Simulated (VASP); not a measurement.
# TiSnTe3 (P4/mmm) in VASP: further runs

TiSnTe3 is run at these levels: PBE; tasks: relaxation of cell and atoms, single point.

Program: VASP 6.6.1. These are calculated values, not measurements. Logs are shortened: lines on timing, memory, paths and dates and some standing lists are left out, and cuts for length are marked.

## 1. The cell of the first run

Symmetry: P4/mmm, No. 123, tetragonal system. The conventional cell has a = 4.157 Å, b = 4.157 Å, c = 8.920 Å, α = 90.00°, β = 90.00°, γ = 90.00°. Ti (site symmetry 4/mmm) has 2 Te at 2.13 Å within 2.8 Å. Sn (site symmetry 4/mmm) has 6 Te at 2.33 to 2.94 Å within 3.1 Å. Within 2.8 Å of Te (site symmetry 4mm) lie 1 Ti at 2.13 Å and 1 Sn at 2.33 Å. Within 3.9 Å of Te (site symmetry 4/mmm) lie 4 Sn at 2.94 Å and 8 Te at 3.75 Å.

The cell was built from a structure type or drawn by symmetry, and may not be a known phase.

## 2. Relaxation of cell and atoms, PBE

Input file INCAR:

```
SYSTEM = TiSnTe3
PREC = Accurate ; ENCUT = 600
EDIFF = 1E-6 ; ISMEAR = 0
SIGMA = 0.1 ; LREAL = .False.
LASPH = .True. ; NELM = 80
ALGO = Normal ; ISIF = 3
LWAVE = .False. ; LCHARG = .False.
GGA = PE ; IBRION = 2
NSW = 90 ; EDIFFG = -0.04
```

Input file KPOINTS:

```
regular mesh
0
Gamma
  4 4 2
  0 0 0
```

Input file POSCAR:

```
TiSnTe3
1.0
    4.1566927000      0.0000000000      0.0000000000
    0.0000000000      4.1566927000      0.0000000000
    0.0000000000      0.0000000000      8.9201128100
Ti Sn Te
1 1 3
Direct
    0.0000000000      0.0000000000      0.0000000000
    0.0000000000      0.0000000000      0.5000000000
    0.0000000000      0.0000000000      0.7610120300
    0.0000000000      0.0000000000      0.2389879700
    0.5000000000      0.5000000000      0.5000000000
```

Potentials or basis: VASP PAW PBE potentials, release 64 (Ti_sv, Sn_d, Te).

Launch:

```console
$ cat potpaw_PBE.64/Ti_sv/POTCAR potpaw_PBE.64/Sn_d/POTCAR potpaw_PBE.64/Te/POTCAR > POTCAR
$ mpirun -np 1 vasp_std > vasp.out
```

OUTCAR:

```text
SYSTEM = TiSnTe3
   PREC = Accurate
   ENCUT = 600
   EDIFF = 1E-6
   ISMEAR = 0
   LREAL = .False.
   LASPH = .True.
   NELM = 80
   ISIF = 3
   GGA = PE
   IBRION = 2
   NSW = 90
   EDIFFG = -0.04

 ion  position               nearest neighbor table
   1  0.000  0.000  0.000-   3 2.13   4 2.13
   2  0.000  0.000  0.500-   3 2.33   4 2.33   5 2.94   5 2.94   5 2.94   5 2.94
   3  0.000  0.000  0.761-   1 2.13   2 2.33
   4  0.000  0.000  0.239-   1 2.13   2 2.33
   5  0.500  0.500  0.500-   2 2.94   2 2.94   2 2.94   2 2.94

  LATTYP: Found a simple tetragonal cell.
 ALAT       =     4.1566927000
 C/A-ratio  =     2.1459639800

  Lattice vectors:

 A1 = (   4.1566927000,   0.0000000000,   0.0000000000)
 A2 = (   0.0000000000,   4.1566927000,   0.0000000000)
 A3 = (   0.0000000000,   0.0000000000,   8.9201128100)

Analysis of symmetry for initial positions (statically):
=====================================================================
 Subroutine PRICEL returns:
 Original cell was already a primitive cell.

 Routine SETGRP: Setting up the symmetry group for a
 simple tetragonal supercell.

 Subroutine GETGRP returns: Found 16 space group operations
 (whereof 16 operations were pure point group operations)
 out of a pool of 16 trial point group operations.

The static configuration has the point symmetry D_4h.

Analysis of symmetry for dynamics (positions and initial velocities):
=====================================================================
 Subroutine PRICEL returns:
 Original cell was already a primitive cell.

 Routine SETGRP: Setting up the symmetry group for a
 simple tetragonal supercell.

 Subroutine GETGRP returns: Found 16 space group operations
 (whereof 16 operations were pure point group operations)
 out of a pool of 16 trial point group operations.

The dynamic configuration has the point symmetry D_4h.

 Subroutine INISYM returns: Found 16 space group operations
 (whereof 16 operations are pure point group operations),
 and found     1 'primitive' translations

----------------------------------------------------------------------------------------

                                     Primitive cell

  volume of cell :     154.1225

  direct lattice vectors                    reciprocal lattice vectors
     4.156692700  0.000000000  0.000000000     0.240575879  0.000000000  0.000000000
     0.000000000  4.156692700  0.000000000     0.000000000  0.240575879  0.000000000
     0.000000000  0.000000000  8.920112810     0.000000000  0.000000000  0.112106206

  length of vectors
     4.156692700  4.156692700  8.920112810     0.240575879  0.240575879  0.112106206

  position of ions in fractional coordinates (direct lattice)
     0.000000000  0.000000000  0.000000000
     0.000000000  0.000000000  0.500000000
     0.000000000  0.000000000  0.761012030
     0.000000000  0.000000000  0.238987970
     0.500000000  0.500000000  0.500000000

  ion indices of the primitive-cell ions
   primitive index   ion index
                 1           1
                 2           2
                 3           3
                 4           4
                 5           5

----------------------------------------------------------------------------------------

 KPOINTS: regular mesh

Automatic generation of k-mesh.
 Grid dimensions read from file:
 generate k-points for:    4    4    2

 Generating k-lattice:

  Cartesian coordinates                     Fractional coordinates (reciprocal lattice)
     0.060143970  0.000000000  0.000000000     0.250000000  0.000000000  0.000000000
     0.000000000  0.060143970  0.000000000     0.000000000  0.250000000  0.000000000
     0.000000000  0.000000000  0.056053103     0.000000000  0.000000000  0.500000000

  Length of vectors
     0.060143970  0.060143970  0.056053103

  Shift w.r.t. Gamma in fractional coordinates (k-lattice)
     0.000000000  0.000000000  0.000000000

 Subroutine IBZKPT returns following result:
 ===========================================

 Found     12 irreducible k-points:

 Following reciprocal coordinates:
            Coordinates               Weight
  0.000000  0.000000  0.000000      1.000000
  0.250000  0.000000  0.000000      4.000000
  0.500000  0.000000  0.000000      2.000000
  0.250000  0.250000  0.000000      4.000000
  0.500000  0.250000  0.000000      4.000000
  0.500000  0.500000  0.000000      1.000000
  0.000000  0.000000  0.500000      1.000000
  0.250000  0.000000  0.500000      4.000000
  0.500000  0.000000  0.500000      2.000000
  0.250000  0.250000  0.500000      4.000000
  0.500000  0.250000  0.500000      4.000000
  0.500000  0.500000  0.500000      1.000000
   k-points           NKPTS =     12   k-points in BZ     NKDIM =     12   number of bands    NBANDS=     26
   number of dos      NEDOS =    301   number of ions     NIONS =      5
   total plane-waves  NPLWV =  93312
   dimension x,y,z NGX =    36 NGY =   36 NGZ =   72
   dimension x,y,z NGXF=    72 NGYF=   72 NGZF=  144
   ions per type =               1   1   3
   NGX,Y,Z   is equivalent  to a cutoff of  14.40, 14.40, 13.42 a.u.
   NGXF,Y,Z  is equivalent  to a cutoff of  28.80, 28.80, 26.84 a.u.
 SYSTEM =  TiSnTe3
   PREC   = accura    normal or accurate (medium, high low for compatibility)
   ISTART =      0    job   : 0-new  1-cont  2-samecut
   ICHARG =      2    charge: 1-file 2-atom 10-const
   ISPIN  =      1    spin polarized calculation?
   LNONCOLLINEAR =      F non collinear calculations
   LSORBIT =      F    spin-orbit coupling
   LASPH  =      T    aspherical Exc in radial PAW
   ENCUT  =  600.0 eV  44.10 Ry    6.64 a.u.   8.30  8.30 17.82*2*pi/ulx,y,z
   NELM   =     80;   NELMIN=  2; NELMDL= -5     # of ELM steps
   EDIFF  = 0.1E-05   stopping-criterion for ELM
   LREAL  =      F    real-space projection
   EDIFFG = -.4E-01   stopping-criterion for IOM
   NSW    =     90    number of steps for IOM
   IBRION =      2    ionic relax: 0-MD 1-quasi-New 2-CG
   NFREE  =      1    steps in history (QN), initial steepest desc. (CG)
   ISIF   =      3    stress and relaxation
   ISYM   =      2    0-nonsym 1-usesym 2-fastsym
   POTIM  = 0.5000    time-step for ionic-motion
   TEBEG  =    0.0;   TEEND  =   0.0 temperature during run
   PSTRESS=    0.0 pullay stress
   NELECT =      44.0000    total number of electrons
   NUPDOWN=      -1.0000    fix difference up-down
   EMIN   =  10.00;   EMAX   =-10.00  energy-range for DOS
   EFERMI =   0.00;   METHOD = LEGACY
   ISMEAR =     0;   SIGMA  =   0.10  broadening in eV -4-tet -1-fermi 0-gaus
   EFERMI_NEDOS =   21; number of points for ismear=-14 and -15
   IALGO  =     38    algorithm
   IMIX   =      4    mixing-type and parameters
     AMIX     =   0.40;   BMIX     =  1.00
     AMIX_MAG =   1.60;   BMIX_MAG =  1.00
  volume/ion in A,a.u.               =      30.82       208.01
  Fermi-wavevector in a.u.,A,eV,Ry     =   1.077963  2.037054 15.810013  1.162003
  Thomas-Fermi vector in A             =   2.213888
   LORBIT       =      0    0 simple, 1 ext, 2 COOP (PROOUT), +10 PAW based schemes
   GGA     = PE    functional components
   LHFCALC =     F    Hartree Fock is set to
   AEXX    =    0.0000 exact exchange contribution
   IVDW    =     0    specifies the selected vdW correction
   LEPSILON=     F    determine dielectric tensor
   LRPA    =     F    only Hartree local field effects (RPA)
 conjugate gradient relaxation of ions
 non-spin polarized calculation
 Gauss-broadening in eV      SIGMA  =   0.10
  energy-cutoff  :      600.00
  volume of cell :      154.12
 maximum number of plane-waves:      5231
 NGX is ok and might be reduce to    36
   NGX = 17   NGY = 17   NGZ = 35

--------------------------------------- Ionic step        1  -------------------------------------------

 number of electron      43.9999989 magnetization

 Free energy of the ion-electron system (eV)
  ---------------------------------------------------
  ext. energy  EPLUGINS =         0.00000000
  ---------------------------------------------------
  free energy    TOTEN  =       -12.63548997 eV

  energy without entropy =      -12.61729771  energy(sigma->0) =      -12.62639384

 E-fermi :   6.1433     XC(G=0):  -9.0567

 val. band max:        6.1360375794   @ k =   0.2500   0.0000   0.0000
 cond. band min:       6.1468923630   @ k =   0.5000   0.5000   0.5000
 fundamental gap:      0.0108547836
 Fermi energy:         6.1432560252

 k-point     1 :       0.0000    0.0000    0.0000
  band No.  band energies     occupation
      1     -51.1716      2.00000
      2     -27.7162      2.00000
      3     -27.5302      2.00000
      4     -27.5302      2.00000
      5     -16.9242      2.00000
      6     -16.5032      2.00000
[... 447 lines left out ...]
  FREE ENERGIE OF THE ION-ELECTRON SYSTEM (eV)
  ---------------------------------------------------
  free  energy   TOTEN  =       -15.7674788437 eV

  energy  without entropy=      -15.7033162249  energy(sigma->0) =      -15.73539753

[... ionic steps 4 to 11 ...]

--------------------------------------- Ionic step       12  -------------------------------------------

 number of electron      43.9999989 magnetization

------------------------ aborting loop because EDIFF is reached ----------------------------------------

  FORCE on cell =-STRESS in cart. coord.  units (eV):
  Direction    XX          YY          ZZ          XY          YZ          ZX
  --------------------------------------------------------------------------------------
  -------------------------------------------------------------------------------------
  Total       -0.4364434     -0.4364434     -0.4167727      0.0000000      0.0000000     -0.0000000
  in kB       -3.4357777     -3.4357777     -3.2809262      0.0000000      0.0000000     -0.0000000
  external PRESSURE =      -3.3841606 kB  Pullay stress =       0.0000000 kB
[... 63 lines left out ...]
  energy  without entropy=      -19.1034932633  energy(sigma->0) =      -19.11815344

--------------------------------------- Ionic step       14  -------------------------------------------

 number of electron      43.9999988 magnetization

 Free energy of the ion-electron system (eV)
  ---------------------------------------------------
  ext. energy  EPLUGINS =         0.00000000
  ---------------------------------------------------
  free energy    TOTEN  =       -19.13428185 eV

  energy without entropy =      -19.10558084  energy(sigma->0) =      -19.11993135

 E-fermi :   3.1852     XC(G=0):  -8.0641

 val. band max:        3.1833306412   @ k =   0.2500   0.2500   0.5000
 cond. band min:       3.2179626068   @ k =   0.2500   0.0000   0.5000
 fundamental gap:      0.0346319655
 Fermi energy:         3.1851744301

 k-point     1 :       0.0000    0.0000    0.0000
  band No.  band energies     occupation
      1     -54.5109      2.00000
      2     -30.9317      2.00000
      3     -30.9317      2.00000
      4     -30.4567      2.00000
      5     -18.1885      2.00000
      6     -18.1349      2.00000
[... 369 lines left out ...]
  FREE ENERGIE OF THE ION-ELECTRON SYSTEM (eV)
  ---------------------------------------------------
  free  energy   TOTEN  =       -19.1342818535 eV

  energy  without entropy=      -19.1055808437  energy(sigma->0) =      -19.11993135

 reached required accuracy - stopping structural energy minimisation
```

Wall time 21 min (1 thread of Intel Xeon Platinum 8488C (Sapphire Rapids), shared host); peak memory 0.34 GiB.

Results:

| Item | Value |
| --- | --- |
| Free energy | -19.1343 eV |
| Relaxed volume | 40.38 Å³/atom |
| Relaxed cell | a = 4.188 Å, b = 4.188 Å, c = 11.509 Å, α = 90.00°, β = 90.00°, γ = 90.00° |
| Space group after relaxing (to 0.1 Å) | P4/mmm (No. 123) |
| Energy gained by relaxing | 1299.8 meV/atom |
| Ionic steps | 14 |
| Pressure after relaxing | 0.0 GPa |
| Largest force after relaxing | 0.015 eV/Å |
| Band gap on the k mesh | zero (bands 22 and 23 overlap by 0.30 eV) |

Forces in eV/Å, atoms in the order of the input:
```
Ti   0.000  0.000  0.000
Sn   0.000  0.000  0.000
Te   0.000  0.000  0.015
Te   0.000  0.000 -0.015
Te   0.000  0.000  0.000
```

Step by step:
```
step  energy change (eV)  largest force (eV/Å)  pressure (GPa)  volume (Å³)
   1              0.0000                0.3090           28.68       154.12
   2             -2.0814                1.1683           -4.88       286.70
   3             -3.1320                1.3255           -4.84       263.21
   4             -4.0167                1.6215           -4.71       244.99
   5             -5.9902                2.1046           -0.30       198.39
   6             -6.0632                1.9426            0.20       193.00
   7             -6.0665                2.0053           -0.06       195.56
   8             -6.0669                1.9876            0.13       194.71
   9             -6.3263                1.0807            0.30       196.05
  10             -6.4352                0.0882            0.94       197.57
  11             -6.4855                0.3395           -0.68       205.22
  12             -6.4893                0.2472           -0.34       203.52
  13             -6.4973                0.0989           -0.10       202.50
  14             -6.4988                0.0153            0.04       201.91
```

Final structure:
```xyz
5
Lattice="4.1885 0.0000 0.0000 0.0000 4.1885 0.0000 0.0000 0.0000 11.5095" Properties=species:S:1:pos:R:3 pbc="T T T"
Ti    0.0000    0.0000    0.0000
Sn    0.0000    0.0000    5.7547
Te    4.1885    4.1885    8.9882
Te    0.0000    0.0000    2.5213
Te    2.0942    2.0942    5.7547
```

Caveat: the k points lie up to 0.38 Å⁻¹ apart in the final cell; the volume moved by over 15 % at a fixed basis, so the end points are rough; spin-orbit coupling is left out, which moves the levels of the heavy elements.

## 3. Single point, PBE, collinear spin

This run uses another cell than the first one, of 40.53 Å³/atom.

Input file INCAR:

```
SYSTEM = TiSnTe3
PREC = Accurate
ENCUT = 520
EDIFF = 1E-6
ISMEAR = 0
SIGMA = 0.1
LREAL = .False.
LASPH = .True.
NELM = 150
ALGO = Normal
ISIF = 2
LWAVE = .False.
LCHARG = .False.
ISPIN = 2
MAGMOM = 1 0 0 0 0
LORBIT = 11
LMAXMIX = 4
GGA = PE
NBANDS = 34
```

KPOINTS is that of step 2.

Input file POSCAR:

```
TiSnTe3
1.0
    4.1888859134      0.0000000000      0.0000000000
    0.0000000000      4.1888859134      0.0000000000
    0.0000000000      0.0000000000     11.5486586382
Ti Sn Te
1 1 3
Direct
    0.0000000000      0.0000000000      0.0000000000
    0.0000000000      0.0000000000      0.5000000000
    0.0000000000      0.0000000000      0.7816724390
    0.0000000000      0.0000000000      0.2183275610
    0.5000000000      0.5000000000      0.5000000000
```

Potentials or basis: VASP PAW PBE potentials, release 64 (Ti_sv, Sn_d, Te).

Launch:

```console
$ cat potpaw_PBE.64/Ti_sv/POTCAR potpaw_PBE.64/Sn_d/POTCAR potpaw_PBE.64/Te/POTCAR > POTCAR
$ mpirun -np 1 vasp_std > vasp.out
```

OUTCAR:

```text
SYSTEM = TiSnTe3
   PREC = Accurate
   ENCUT = 520
   EDIFF = 1E-6
   ISMEAR = 0
   LREAL = .False.
   LASPH = .True.
   NELM = 150
   ISIF = 2
   ISPIN = 2
   LORBIT = 11
   GGA = PE

 ion  position               nearest neighbor table
   1  0.000  0.000  0.000-   3 2.52   4 2.52
   2  0.000  0.000  0.500-   5 2.96   5 2.96   5 2.96   5 2.96   3 3.25   4 3.25
   3  0.000  0.000  0.782-   1 2.52   2 3.25
   4  0.000  0.000  0.218-   1 2.52   2 3.25
   5  0.500  0.500  0.500-   2 2.96   2 2.96   2 2.96   2 2.96

  LATTYP: Found a simple tetragonal cell.
 ALAT       =     4.1888859134
 C/A-ratio  =     2.7569761691

  Lattice vectors:

 A1 = (   4.1888859134,   0.0000000000,   0.0000000000)
[... 1105 lines left out ...]

 POSITION                                       TOTAL-FORCE (eV/Angst)
 -----------------------------------------------------------------------------------
      0.00000      0.00000      0.00000        -0.000000      0.000000      0.000000
      0.00000      0.00000      5.77433        -0.000000      0.000000      0.000000
      0.00000      0.00000      9.02727        -0.000000      0.000000     -0.008483
      0.00000      0.00000      2.52139         0.000000     -0.000000      0.008483
      2.09444      2.09444      5.77433        -0.000000      0.000000      0.000000
 -----------------------------------------------------------------------------------
    total drift:                                0.000000      0.000000      0.000000

  FREE ENERGIE OF THE ION-ELECTRON SYSTEM (eV)
  ---------------------------------------------------
  free  energy   TOTEN  =       -19.1435755739 eV

  energy  without entropy=      -19.1151746381  energy(sigma->0) =      -19.12937511

 total charge

# of ion       s       p       d       tot
------------------------------------------
    1        2.170   6.068   1.869  10.108
    2        1.314   0.810  10.006  12.129
    3        1.391   1.950   0.017   3.358
    4        1.391   1.950   0.017   3.358
    5        1.391   1.980   0.032   3.403
--------------------------------------------------
tot          7.657  12.758  11.940  32.355

 magnetization (x)

# of ion       s       p       d       tot
------------------------------------------
    1       -0.000   0.000   0.000   0.000
    2       -0.000  -0.000  -0.000  -0.000
    3       -0.000  -0.000   0.000  -0.000
    4       -0.000  -0.000   0.000  -0.000
    5       -0.000  -0.000  -0.000  -0.000
--------------------------------------------------
tot         -0.000  -0.001   0.000  -0.000
```

OSZICAR:

```text
N       E                     dE             d eps       ncg     rms          rms(c)
DAV:   1     0.373281576462E+03    0.37328E+03   -0.18584E+04  1640   0.122E+03
DAV:   2     0.277571095444E+02   -0.34552E+03   -0.32983E+03  1656   0.326E+02
DAV:   3    -0.202481827553E+02   -0.48005E+02   -0.45700E+02  2248   0.121E+02
[... 23 lines left out ...]
DAV:  27    -0.191435660196E+02   -0.10722E-04   -0.37649E-05  1866   0.172E-02    0.172E-02
DAV:  28    -0.191435722165E+02   -0.61969E-05   -0.53890E-05  1924   0.218E-02    0.112E-02
DAV:  29    -0.191435739614E+02   -0.17450E-05   -0.10406E-05  1742   0.897E-03    0.809E-03
DAV:  30    -0.191435750311E+02   -0.10696E-05   -0.15041E-05  1684   0.122E-02    0.569E-03
DAV:  31    -0.191435755739E+02   -0.54288E-06   -0.53899E-06  1624   0.707E-03
   1 F= -.19143576E+02 E0= -.19129375E+02  d E =-.284009E-01  mag=    -0.0003
```

Wall time 4.7 min (1 thread of Intel Xeon Platinum 8488C (Sapphire Rapids), shared host); peak memory 0.44 GiB.

What came out:

| Property | Result |
| --- | --- |
| Free energy | -19.1436 eV |
| Pressure | 0.0 GPa |
| Largest force | 0.008 eV/Å |
| Band gap on the k mesh | zero (filled and empty bands overlap) |
| Net moment | 0.00 μB per cell |
| Valence electrons inside the program's atomic spheres | Ti 10.11; Sn 12.13; Te 3.36, 3.40 (each value once) |

Forces in eV/Å, atoms in the order of the input:
```
Ti   0.000  0.000  0.000
Sn   0.000  0.000  0.000
Te   0.000  0.000 -0.008
Te   0.000  0.000  0.008
Te   0.000  0.000  0.000
```

Caveat: the k points lie up to 0.37 Å⁻¹ apart; spin-orbit coupling is left out, which moves the levels of the heavy elements.
